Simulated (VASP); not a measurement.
A run of VASP 6.6.1 is set up as follows.

File POSCAR:

```
PbF2
1.0
    0.0000000000      2.7448134569      2.7448134569
    2.7448134569      0.0000000000      2.7448134569
    2.7448134569      2.7448134569      0.0000000000
Pb F
1 2
Direct
    0.0000000000      0.0000000000      0.0000000000
    0.7500000000      0.7500000000      0.7500000000
    0.2500000000      0.2500000000      0.2500000000
```

Contents of INCAR.step1:

```
ALGO = Normal
EDIFF = 1E-5
ENCUT = 660
GGA = PE
GGA_COMPAT = False
ISMEAR = -1
LASPH = True
LCHARG = False
LREAL = False
LWAVE = True
NBANDS = 21
NELM = 120
PREC = Accurate
SIGMA = 0.05
```

INCAR.step2

```
ALGO = Normal
EDIFF = 1E-6
ENCUT = 660
GGA_COMPAT = False
ISIF = 2
ISMEAR = -1
ISTART = 1
LASPH = True
LCHARG = False
LMIXTAU = True
LREAL = False
LWAVE = False
METAGGA = R2SCAN
NBANDS = 21
NELM = 120
PREC = Accurate
SIGMA = 0.05
```

Contents of KPOINTS:

```
k-points
0
Gamma
  8 8 8
```

Potentials or basis: VASP PAW PBE potentials, release 64 (Pb_d, F).

Command:

```bash
$ cat potpaw_PBE.64/Pb_d/POTCAR potpaw_PBE.64/F/POTCAR > POTCAR
$ cp INCAR.step1 INCAR
$ mpirun -np 1 vasp_std > vasp.out
$ cp INCAR.step2 INCAR
$ mpirun -np 1 vasp_std > vasp.out
```

Q: Estimate the pressure.

A: 30.1 GPa.

Q: What does it give for the band gap on the k mesh?

A: 4.61 eV (least direct gap 4.91 eV).

Caveat: the cell stands under pressure; the PAW data sets were made with another functional, which shifts forces and pressure a little; spin-orbit coupling is left out, which moves the levels of the heavy elements. A k mesh can miss the band edges.
